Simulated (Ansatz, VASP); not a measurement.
## Two plane-wave programs on PbSe

```
Pb Se
1.0
     0.00000    3.12862    3.23061
     3.12862    0.00000    3.23061
     3.12862    3.12862    0.00000
Pb Se
1 1
Direct
  0.00000 0.00000 0.00000
  0.50000 0.50000 0.50000
```

Alike in both runs: task single point; functional PBE; dispersion D3(BJ); k mesh 10 × 10 × 10; occupations gaussian, width 0.03 eV; no spin polarisation.

```csv
,VASP,Ansatz
version,VASP 6.6.1,Ansatz 0.2.0
potentials or method,"VASP PAW PBE potentials, release 64 (Pb_d, Se), cutoff 520 eV","scalar-relativistic, plane waves, PAW"
valence electrons in the cell,20,30
```

Ansatz gave:

```
gap on the k mesh at the Fermi level (eV)                     : 0.55
least direct gap on the mesh (eV)                             : 0.55
pressure (GPa)                                                : -2.5
traceless stress, the component that is largest in VASP (GPa) : -1.61
```

Q: What did VASP give for the same quantities?

A: gap on the k mesh at the Fermi level (eV): 0.55; least direct gap on the mesh (eV): 0.55; pressure (GPa): -2.6; traceless stress, the component that is largest in VASP (GPa): -1.61.

VASP's potentials hold 20 valence electrons a cell and Ansatz's 30, so a difference there can come from the potentials and not from the codes. Ansatz's warnings: dispersion switch in reach.

Neither program's run includes spin-orbit coupling.
